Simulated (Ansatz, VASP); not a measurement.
One calculation of PbS, two programs

Contents of POSCAR:

```
PbS
1.0
    0.0000000000      2.9872326701      2.9872326701
    2.9872326701      0.0000000000      2.9872326701
    2.9872326701      2.9872326701      0.0000000000
Pb S
1 1
Direct
    0.0000000000      0.0000000000      0.0000000000
    0.5000000000      0.5000000000      0.5000000000
```

INCAR.step1

```
PREC     = Accurate       # precision mode
ENCUT    = 520            # plane-wave cutoff, eV
EDIFF    = 1E-5           # SCF threshold, eV
ISMEAR   = 0              # smearing method
SIGMA    = 0.01           # smearing width, eV
LREAL    = F              # projectors in reciprocal space
LASPH    = T              # aspherical terms in the spheres
NELM     = 100            # most SCF steps
ALGO     = Normal         # electronic algorithm
ISIF     = 2              # what is computed and relaxed
LWAVE    = T              # write WAVECAR
LCHARG   = F              # write CHGCAR
NBANDS   = 17             # bands
GGA      = PE             # functional
```

The input INCAR.step2:

```
PREC     = Accurate       # precision mode
ENCUT    = 520            # plane-wave cutoff, eV
EDIFF    = 1E-6           # SCF threshold, eV
ISMEAR   = 0              # smearing method
SIGMA    = 0.01           # smearing width, eV
LREAL    = F              # projectors in reciprocal space
LASPH    = T              # aspherical terms in the spheres
NELM     = 100            # most SCF steps
ALGO     = Normal         # electronic algorithm
ISIF     = 2              # what is computed and relaxed
LWAVE    = F              # write WAVECAR
LCHARG   = F              # write CHGCAR
GGA      = PE             # functional
LHFCALC  = T              # exact exchange
HFSCREEN = 0.2079         # screening, 1/A
PRECFOCK = Normal       
NBANDS   = 17             # bands
ISTART   = 1
```

File KPOINTS:

```
regular mesh
0
Gamma
  6 6 6
```

Input for Ansatz:

```yaml
crystal:
  lattice:
    - [0.0, 2.9872326701, 2.9872326701]
    - [2.9872326701, 0.0, 2.9872326701]
    - [2.9872326701, 2.9872326701, 0.0]
  atoms:
    - { symbol: Pb, position: [0.0, 0.0, 0.0] }
    - { symbol: S, position: [0.5, 0.5, 0.5] }
kpoints:
  mp_grid: { grid: [6, 6, 6] }
  band_path:
    path:
      - [0.0, 0.0, 0.0]
      - [0.5, 0.0, 0.5]
      - [0.625, 0.25, 0.625]
      - [0.375, 0.375, 0.75]
      - [0.5, 0.5, 0.5]
      - [0.5, 0.25, 0.75]
      - [0.0, 0.0, 0.5]
    npoints: 1
hamiltonian:
  xc: hse06
scf:
  occupations: { method: fixed }
  n_extra_bands: 4
output:
  forces: true
  stress: true
  eigenvalues: true
```

Alike in both runs: task single point; functional HSE06; k mesh 6 × 6 × 6; no spin polarisation.

```csv
,VASP,Ansatz
version,VASP 6.6.1,Ansatz 0.2.0
potentials or method,"VASP PAW PBE potentials, release 64 (Pb_d, S)","plane waves, PAW"
plane-wave cutoff (eV),520,420
occupations,"gaussian, width 0.01 eV",fixed
valence electrons in the cell,20,20
```

Ansatz gave:

* gap on the k mesh at the Fermi level (eV): 0.88
* pressure (GPa): -0.2

Problem. Estimate VASP's values.

Solution. gap on the k mesh at the Fermi level (eV): 0.88; pressure (GPa): -0.3.

Ansatz's warnings: stress exchange threshold loose, stress scf threshold loose.

Spin-orbit coupling is off throughout.
